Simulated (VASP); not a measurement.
# Be16HS16 (a cell with a defect) in VASP: relaxation of the atoms with PBE

Aim: the relaxation of the atoms of Be16HS16 (a cell with a defect) with PBE.

Everything below comes from runs of VASP 6.6.1. Logs are shortened: lines on timing, memory, paths and dates and some standing lists are left out, and cuts for length are marked.

## Step 1: The cell of the first run

The cell holds a defect, 33 atoms: a = 8.446 Å, b = 8.446 Å, c = 8.446 Å, α = 109.47°, β = 109.47°, γ = 109.47°.

## Step 2: Relaxation of the atoms, PBE (with an interstitial atom)

Contents of INCAR:

```
  ALGO = Normal
  EDIFF = 1E-6
  EDIFFG = -0.025
  ENCUT = 520
  GGA = PE
  IBRION = 2
  ISIF = 2
  ISMEAR = 0
  LASPH = True
  LCHARG = False
  LREAL = Auto
  LWAVE = False
  NELECT = 130.0
  NELM = 80
  NSW = 65
  PREC = Accurate
  SIGMA = 0.01
```

Contents of KPOINTS:

```
Automatic mesh
0
Gamma
  2 2 2
  0.5 0.5 0.5
```

Contents of POSCAR:

```
Be16HS16
1.0
    4.8761188970      4.8761188970      4.8761188970
   -4.8761188970     -4.8761188970      4.8761188970
    4.8761188970     -4.8761188970     -4.8761188970
Be S H
16 16 1
Direct
    0.7505458926      0.2505458926      0.0000000000
    0.0036195846      0.0000000000      0.0000000000
    0.7500000000      0.5000000000      0.7500000000
    0.0000000000      0.2500000000      0.7500000000
    0.2494541074      0.0000000000      0.7494541074
    0.2494541074      0.7494541074      0.0000000000
    0.5000000000      0.5036195846      0.0000000000
    0.7505458926      0.0000000000      0.2505458926
    0.7500000000      0.7500000000      0.5000000000
   -0.0036195846      0.4963804154      0.4963804154
    0.2500000000      0.2500000000      0.5000000000
    0.5000000000      0.0000000000      0.5036195846
    0.5000000000      0.7494541074      0.7494541074
    0.0000000000      0.7500000000      0.2500000000
    0.2500000000      0.5000000000      0.2500000000
    0.5000000000      0.2505458926      0.2505458926
    0.7503775054      0.2503775054      0.7505105455
    0.0001330400      0.0000000000      0.7496224946
    0.7494894545      0.4998669600      0.4998669600
   -0.0001330400      0.2494894545      0.4998669600
    0.2496224946      0.0000000000      0.5001330400
    0.2463695511      0.7463695511      0.7463695511
    0.5000000000      0.5001330400      0.7496224946
    0.7536304489      0.0000000000      0.0000000000
    0.7503775054      0.7505105455      0.2503775054
   -0.0001330400      0.4998669600      0.2494894545
    0.2505105455      0.2503775054      0.2503775054
    0.5000000000      0.0000000000      0.2536304489
    0.5000000000      0.7496224946      0.5001330400
    0.0001330400      0.7496224946      0.0000000000
    0.2496224946      0.5001330400      0.0000000000
    0.5000000000      0.2536304489      0.0000000000
    0.5000000000      0.0000000000      0.0000000000
```

Potentials or basis: VASP PAW PBE potentials, release 64 (Be, S, H).

The run is started by

```bash
cat potpaw_PBE.64/Be/POTCAR potpaw_PBE.64/S/POTCAR potpaw_PBE.64/H/POTCAR > POTCAR
mpirun -np 1 vasp_std > vasp.out
```

OUTCAR:

```text
EDIFF = 1E-6
   EDIFFG = -0.025
   ENCUT = 520
   GGA = PE
   IBRION = 2
   ISIF = 2
   ISMEAR = 0
   LASPH = True
   LREAL = Auto
   NELECT = 130.0
   NELM = 80
   NSW = 65
   PREC = Accurate

 ion  position               nearest neighbor table
   1  0.751  0.251  0.000-  17 2.11  26 2.11  24 2.12  32 2.12
   2  0.004  0.000  0.000-  18 2.10  30 2.10  27 2.10  24 2.11
   3  0.750  0.500  0.750-  19 2.11  30 2.11  23 2.11  17 2.11
   4  0.000  0.250  0.750-  20 2.11  31 2.11  18 2.11  17 2.11
   5  0.249  0.000  0.749-  18 2.11  21 2.11  22 2.12  32 2.12
   6  0.249  0.749  0.000-  30 2.11  31 2.11  22 2.12  28 2.12
[... 24 lines left out ...]
  31  0.250  0.500  0.000-   7 2.10   6 2.11   4 2.11  15 2.11
  32  0.500  0.254  0.000-   7 2.11   5 2.12   1 2.12  16 2.12
  33  0.500  0.000  0.000-

  LATTYP: Found a body centered cubic cell.
 ALAT       =     9.7522377940

  Lattice vectors:

 A1 = (   4.8761188970,   4.8761188970,   4.8761188970)
 A2 = (  -4.8761188970,  -4.8761188970,   4.8761188970)
 A3 = (   4.8761188970,  -4.8761188970,  -4.8761188970)

Analysis of symmetry for initial positions (statically):
=====================================================================
 Subroutine PRICEL returns:
 Original cell was already a primitive cell.

 Routine SETGRP: Setting up the symmetry group for a
 body centered cubic supercell.

 Subroutine GETGRP returns: Found 24 space group operations
 (whereof  6 operations were pure point group operations)
 out of a pool of 48 trial point group operations.

The static configuration has the point symmetry C_3v.
 The point group associated with its full space group is T_d .

Analysis of symmetry for dynamics (positions and initial velocities):
=====================================================================
 Subroutine PRICEL returns:
 Original cell was already a primitive cell.

 Routine SETGRP: Setting up the symmetry group for a
 body centered cubic supercell.

 Subroutine GETGRP returns: Found 24 space group operations
 (whereof  6 operations were pure point group operations)
 out of a pool of 48 trial point group operations.

The dynamic configuration has the point symmetry C_3v.
 The point group associated with its full space group is T_d .

 Subroutine INISYM returns: Found 24 space group operations
 (whereof  6 operations are pure point group operations),
 and found     1 'primitive' translations

----------------------------------------------------------------------------------------

                                     Primitive cell

  volume of cell :     463.7489

  direct lattice vectors                    reciprocal lattice vectors
     4.876118897  4.876118897  4.876118897     0.102540568  0.000000000  0.102540568
    -4.876118897 -4.876118897  4.876118897     0.000000000 -0.102540568  0.102540568
     4.876118897 -4.876118897 -4.876118897     0.102540568 -0.102540568  0.000000000

  length of vectors
     8.445685673  8.445685673  8.445685673     0.145014262  0.145014262  0.145014262

  position of ions in fractional coordinates (direct lattice)
     0.750545893  0.250545893  0.000000000
     0.003619585  0.000000000  0.000000000
     0.750000000  0.500000000  0.750000000
     0.000000000  0.250000000  0.750000000
     0.249454107  0.000000000  0.749454107
     0.249454107  0.749454107  0.000000000
[... 25 lines left out ...]
     0.500000000  0.253630449  0.000000000
     0.500000000  0.000000000  0.000000000

  ion indices of the primitive-cell ions
   primitive index   ion index
                 1           1
                 2           2
                 3           3
                 4           4
                 5           5
                 6           6
[... 25 lines left out ...]
                32          32
                33          33

----------------------------------------------------------------------------------------

 KPOINTS: Automatic mesh

Automatic generation of k-mesh.
 Grid dimensions read from file:
 generate k-points for:    2    2    2

 Generating k-lattice:

  Cartesian coordinates                     Fractional coordinates (reciprocal lattice)
     0.051270284  0.000000000  0.051270284     0.500000000  0.000000000  0.000000000
     0.000000000 -0.051270284  0.051270284     0.000000000  0.500000000  0.000000000
     0.051270284 -0.051270284  0.000000000     0.000000000  0.000000000  0.500000000

  Length of vectors
     0.072507131  0.072507131  0.072507131

  Shift w.r.t. Gamma in fractional coordinates (k-lattice)
     0.500000000  0.500000000  0.500000000

 Subroutine IBZKPT returns following result:
 ===========================================

 Found      2 irreducible k-points:

 Following reciprocal coordinates:
            Coordinates               Weight
  0.250000  0.250000  0.250000      2.000000
 -0.250000  0.250000  0.250000      6.000000
   k-points           NKPTS =      2   k-points in BZ     NKDIM =      2   number of bands    NBANDS=     82
   number of dos      NEDOS =    301   number of ions     NIONS =     33
   total plane-waves  NPLWV = 262144
   dimension x,y,z NGX =    64 NGY =   64 NGZ =   64
   dimension x,y,z NGXF=   128 NGYF=  128 NGZF=  128
   ions per type =              16  16   1
   NGX,Y,Z   is equivalent  to a cutoff of  12.60, 12.60, 12.60 a.u.
   NGXF,Y,Z  is equivalent  to a cutoff of  25.20, 25.20, 25.20 a.u.
 SYSTEM =  unknown system
   PREC   = accura    normal or accurate (medium, high low for compatibility)
   ISTART =      0    job   : 0-new  1-cont  2-samecut
   ICHARG =      2    charge: 1-file 2-atom 10-const
   ISPIN  =      1    spin polarized calculation?
   LNONCOLLINEAR =      F non collinear calculations
   LSORBIT =      F    spin-orbit coupling
   LASPH  =      T    aspherical Exc in radial PAW
   ENCUT  =  520.0 eV  38.22 Ry    6.18 a.u.  15.70 15.70 15.70*2*pi/ulx,y,z
   NELM   =     80;   NELMIN=  2; NELMDL= -5     # of ELM steps
   EDIFF  = 0.1E-05   stopping-criterion for ELM
   LREAL  =      T    real-space projection
   EDIFFG = -.3E-01   stopping-criterion for IOM
   NSW    =     65    number of steps for IOM
   IBRION =      2    ionic relax: 0-MD 1-quasi-New 2-CG
   NFREE  =      1    steps in history (QN), initial steepest desc. (CG)
   ISIF   =      2    stress and relaxation
   ISYM   =      2    0-nonsym 1-usesym 2-fastsym
   POTIM  = 0.5000    time-step for ionic-motion
   TEBEG  =    0.0;   TEEND  =   0.0 temperature during run
   PSTRESS=    0.0 pullay stress
   NELECT =     130.0000    total number of electrons
   NUPDOWN=      -1.0000    fix difference up-down
   EMIN   =  10.00;   EMAX   =-10.00  energy-range for DOS
   EFERMI =   0.00;   METHOD = LEGACY
   ISMEAR =     0;   SIGMA  =   0.01  broadening in eV -4-tet -1-fermi 0-gaus
   EFERMI_NEDOS =   21; number of points for ismear=-14 and -15
   IALGO  =     38    algorithm
   IMIX   =      4    mixing-type and parameters
     AMIX     =   0.40;   BMIX     =  1.00
     AMIX_MAG =   1.60;   BMIX_MAG =  1.00
  volume/ion in A,a.u.               =      14.05        94.83
  Fermi-wavevector in a.u.,A,eV,Ry     =   1.071425  2.024699 15.618821  1.147951
  Thomas-Fermi vector in A             =   2.207165
   LORBIT       =      0    0 simple, 1 ext, 2 COOP (PROOUT), +10 PAW based schemes
   GGA     = PE    functional components
   LHFCALC =     F    Hartree Fock is set to
   AEXX    =    0.0000 exact exchange contribution
   IVDW    =     0    specifies the selected vdW correction
   LEPSILON=     F    determine dielectric tensor
   LRPA    =     F    only Hartree local field effects (RPA)
 conjugate gradient relaxation of ions
 non-spin polarized calculation
 Gauss-broadening in eV      SIGMA  =   0.01
  energy-cutoff  :      520.00
  volume of cell :      463.75
 maximum number of plane-waves:     12532
 NGX is ok and might be reduce to    64
   NGX = 31   NGY = 31   NGZ = 31

--------------------------------------- Ionic step        1  -------------------------------------------

 number of electron     129.9999995 magnetization

 Free energy of the ion-electron system (eV)
  ---------------------------------------------------
  ext. energy  EPLUGINS =         0.00000000
  ---------------------------------------------------
  free energy    TOTEN  =      -153.48642294 eV

  energy without entropy =     -153.48642294  energy(sigma->0) =     -153.48642294

------------------------ aborting loop because EDIFF is reached ----------------------------------------

  FORCE on cell =-STRESS in cart. coord.  units (eV):
  Direction    XX          YY          ZZ          XY          YZ          ZX
  --------------------------------------------------------------------------------------
  -------------------------------------------------------------------------------------
  Total       11.2844258     11.2844258     11.2844258     -0.0000000     -0.0000000      0.0000000
  in kB       38.9858670     38.9858670     38.9858670     -0.0000000     -0.0000000      0.0000000
  external PRESSURE =      38.9858670 kB  Pullay stress =       0.0000000 kB
[... 454 lines left out ...]
  energy  without entropy=     -153.6165845025  energy(sigma->0) =     -153.61658450

--------------------------------------- Ionic step        8  -------------------------------------------

 number of electron     129.9999999 magnetization

 Free energy of the ion-electron system (eV)
  ---------------------------------------------------
  ext. energy  EPLUGINS =         0.00000000
  ---------------------------------------------------
  free energy    TOTEN  =      -153.61805869 eV

  energy without entropy =     -153.61805869  energy(sigma->0) =     -153.61805869

 E-fermi :   6.8965     XC(G=0):  -9.7468

 val. band max:        6.8105719338   @ k =  -0.2500   0.2500   0.2500
 cond. band min:       7.6458240541   @ k =  -0.2500   0.2500   0.2500
 fundamental gap:      0.8352521203
 Fermi energy:         6.8964845880

 k-point     1 :       0.2500    0.2500    0.2500
  band No.  band energies     occupation
      1      -8.9595      2.00000
      2      -8.9595      2.00000
      3      -8.9595      2.00000
      4      -8.8813      2.00000
      5      -7.8253      2.00000
      6      -7.8253      2.00000
[... 69 lines left out ...]
     76       8.8190      0.00000
     77       9.0732      0.00000

 k-point     2 :      -0.2500    0.2500    0.2500
  band No.  band energies     occupation
      1      -9.3645      2.00000
      2      -8.5797      2.00000
      3      -8.5558      2.00000
      4      -8.5558      2.00000
      5      -8.5005      2.00000
      6      -8.0739      2.00000
[... 69 lines left out ...]
     76       9.8594      0.00000
     77       9.8594      0.00000
 [bands above 77 left out]

------------------------ aborting loop because EDIFF is reached ----------------------------------------

  FORCE on cell =-STRESS in cart. coord.  units (eV):
  Direction    XX          YY          ZZ          XY          YZ          ZX
  --------------------------------------------------------------------------------------
  -------------------------------------------------------------------------------------
  Total       11.7036821     11.7036821     11.7036821      0.0000000     -0.0000000     -0.0000000
  in kB       40.4343295     40.4343295     40.4343295      0.0000000     -0.0000000     -0.0000000
  external PRESSURE =      40.4343295 kB  Pullay stress =       0.0000000 kB
[... 48 lines left out ...]
  FREE ENERGIE OF THE ION-ELECTRON SYSTEM (eV)
  ---------------------------------------------------
  free  energy   TOTEN  =      -153.6180586931 eV

  energy  without entropy=     -153.6180586931  energy(sigma->0) =     -153.61805869

 reached required accuracy - stopping structural energy minimisation
```

Wall time 9.2 min (1 thread of Intel Xeon 6975P-C (Granite Rapids), shared host); peak memory 0.63 GiB.

Results:

```
Free energy                  : -153.6181 eV
Energy gained by relaxing    : 4.0 meV/atom
Ionic steps                  : 8
Largest force after relaxing : 0.012 eV/Å
```

Forces in eV/Å, atoms in the order of the input:
```
Be   0.000  0.000  0.012
Be   0.006  0.006  0.006
Be   0.000  0.000  0.000
Be   0.000  0.000  0.000
Be  -0.012  0.000  0.000
Be   0.000  0.000 -0.012
Be  -0.006 -0.006  0.006
Be   0.012  0.000  0.000
Be   0.000  0.000  0.000
Be  -0.006  0.006 -0.006
Be   0.000  0.000  0.000
Be   0.006 -0.006 -0.006
Be   0.000  0.012  0.000
Be   0.000  0.000  0.000
Be   0.000  0.000  0.000
Be   0.000 -0.012  0.000
S   -0.002  0.002  0.004
S   -0.004 -0.002 -0.002
S    0.002 -0.004  0.002
S    0.004 -0.002  0.002
S   -0.004  0.002  0.002
S   -0.001  0.001 -0.001
S    0.002  0.004 -0.002
S    0.001  0.001  0.001
S    0.004  0.002 -0.002
S    0.002 -0.002  0.004
S   -0.002 -0.004 -0.002
S    0.001 -0.001 -0.001
S   -0.002  0.004  0.002
S   -0.002 -0.002 -0.004
S    0.002  0.002 -0.004
S   -0.001 -0.001  0.001
H    0.000  0.000  0.000
```

Step by step:
```tsv
step	energy change (eV)	largest force (eV/Å)	pressure (GPa)
1	0.0000	0.3385	3.90
2	-0.0450	0.2297	3.94
3	-0.0729	0.2706	4.04
4	-0.1001	0.1776	4.03
5	-0.1214	0.1354	4.05
6	-0.1301	0.0456	4.05
7	-0.1302	0.0476	4.05
8	-0.1316	0.0122	4.04
```

Final structure:
```xyz
33
Lattice="4.8761 4.8761 4.8761 -4.8761 -4.8761 4.8761 4.8761 -4.8761 -4.8761" Properties=species:S:1:pos:R:3 pbc="T T T"
Be    2.4381    2.4381    4.7991
Be    0.0451    0.0451    0.0451
Be    4.8761   -2.4381    2.4381
Be    2.4381   -4.8761   -2.4381
Be    4.9532   -2.4381   -2.4381
Be   -2.4381   -2.4381    4.9532
Be   -0.0451   -0.0451    4.9212
Be    4.7991    2.4381    2.4381
Be    2.4381   -2.4381    4.8761
Be    4.8310    0.0451    4.8310
Be    2.4381   -2.4381    0.0000
Be    4.9212   -0.0451   -0.0451
Be    2.4381   -4.9532    2.4381
Be   -2.4381   -4.8761    2.4381
Be    0.0000   -2.4381    2.4381
Be    2.4381    0.0771    2.4381
S     6.1132   -1.2371    1.2067
S     3.6695   -3.6390   -3.6390
S     3.6390   -1.2067    3.6390
S     6.0828    1.2371    3.6390
S     3.6695   -1.2371   -1.2371
S     1.1523   -6.0284    1.1523
S     3.6390   -3.6695    1.2371
S     8.5999   -1.1523   -1.1523
S     1.2067   -1.2371    6.1132
S     3.6390    1.2371    6.0828
S     1.2371   -1.2067    1.2371
S     3.7238    1.1523    1.1523
S     1.2371   -3.6695    3.6390
S    -3.6390   -3.6390    3.6695
S    -1.2371   -1.2371    3.6695
S     1.1523    1.1523    3.7238
H     2.4381    2.4381    2.4381
```

Caveat: the cell carries a net charge on a neutralising background, which shifts energy and pressure; the cell differs from its parent crystal (with an interstitial atom); the cell is charged against a uniform background, so pressure and absolute levels hang on convention.
